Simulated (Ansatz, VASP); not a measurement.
One calculation of Te, two programs

```
CELL_PARAMETERS angstrom
5.54492 0.00000 0.00000
-2.77246 4.80204 0.00000
0.00000 0.00000 3.27397
ATOMIC_POSITIONS crystal
Te 0.00000 0.00000 0.00000
Te 0.33333 0.66667 0.50000
Te 0.66667 0.33333 0.50000
```

Alike in both runs: task single point; functional PBE; k mesh 8 × 8 × 11; occupations fermi-dirac, width 0.1 eV; no spin polarisation.

```csv
,VASP,Ansatz
version,VASP 6.6.1,Ansatz 0.2.0
potentials or method,"VASP PAW PBE potentials, release 64 (Te), cutoff 520 eV","plane waves (420 eV) with PAW, scalar-relativistic"
valence electrons in the cell,18,48
```

|  | VASP | Ansatz | Ansatz less VASP |
| --- | --- | --- | --- |
| pressure (GPa) | -0.2 | -0.2 | +0.08 |
| traceless stress, the component that is largest in VASP (GPa) | -1.34 | -1.33 | +0.002 |

The functional is the same, so the differences come from potentials, cutoffs and numerics. VASP's potentials hold 18 valence electrons a cell and Ansatz's 48, so a difference there can come from the potentials and not from the codes.

Spin-orbit coupling is off throughout.
